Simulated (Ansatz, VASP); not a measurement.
One calculation of HfO2, two programs

INCAR

```
SYSTEM = HfO2
ALGO     = Normal         ! electronic algorithm
EDIFF    = 1E-8           ! SCF threshold, eV
ENCUT    = 520            ! plane-wave cutoff, eV
GGA_COMPAT= .False.      
ISIF     = 2              ! what is computed and relaxed
ISMEAR   = -1             ! smearing method
LASPH    = .True.         ! aspherical terms in the spheres
LCHARG   = .False.        ! write CHGCAR
LEFG     = .True.       
LREAL    = .False.        ! projectors in reciprocal space
LWAVE    = .False.        ! write WAVECAR
NBANDS   = 18             ! bands
NELM     = 120            ! most SCF steps
PREC     = Accurate       ! precision mode
SIGMA    = 0.01           ! smearing width, eV
```

File KPOINTS:

```
k-points
0
Gamma
  8 8 8
  0 0 0
```

POSCAR

```
HfO2
1.0
   -0.0255750000      2.5447125000      2.5447125000
    2.5447125000     -0.0255750000      2.5447125000
    2.5447125000      2.5447125000     -0.0255750000
Hf O
1 2
Direct
    0.0000000000      0.0000000000      0.0000000000
    0.2500000000      0.2500000000      0.2500000000
    0.7500000000      0.7500000000      0.7500000000
```

Input for Ansatz:

```yaml
crystal:
  lattice:
    - [-0.025575, 2.5447125, 2.5447125]
    - [2.5447125, -0.025575, 2.5447125]
    - [2.5447125, 2.5447125, -0.025575]
  atoms:
    - { symbol: Hf, position: [0.0, 0.0, 0.0] }
    - { symbol: O, position: [0.25, 0.25, 0.25] }
    - { symbol: O, position: [0.75, 0.75, 0.75] }
kpoints:
  mp_grid: { grid: [8, 8, 8] }
scf:
  occupations: { method: fermi_dirac, width: 0.01 }
hamiltonian:
  xc: lda
  pseudopotentials: { kind: all_electron, datasets: crystal }
output:
  forces: true
  stress: true
  eigenvalues: true
  efg: { contact_densities: true }
```

Change from the starting cell: equal xy, yz and zx shear strains of -1 %, crystal datasets.

Alike in both runs: task electric field gradients; functional LDA; k mesh 8 × 8 × 8; occupations fermi-dirac, width 0.01 eV; no spin polarisation.

|  | VASP | Ansatz |
| --- | --- | --- |
| version | VASP 6.6.1 | Ansatz 0.2.0 |
| potentials or method | VASP PAW LDA potentials, release 64 (Hf_pv, O), cutoff 520 eV | all-electron PAW with datasets made for the crystal, scalar-relativistic |

```tsv
	VASP	Ansatz	Ansatz less VASP
gap on the k mesh at the Fermi level (eV)	3.53	3.50	-0.025
pressure (GPa)	-19.2	-16.4	+2.84
traceless stress, the component that is largest in VASP (GPa)	0.75	0.79	+0.040
rms of the force components (eV/Å)	0.040	0.045	+0.0044
size of Vzz on the site where it differs most (V/Å²)	37.0	42.8	+5.85
```

LDA's correlation is that of Perdew and Zunger in VASP and of Perdew and Wang (1992) in Ansatz. Atom by atom the forces differ by 0.004 eV/Å (rms over components). Ansatz ran all-electron here, and VASP with PAW potentials.

Spin-orbit coupling is off throughout.
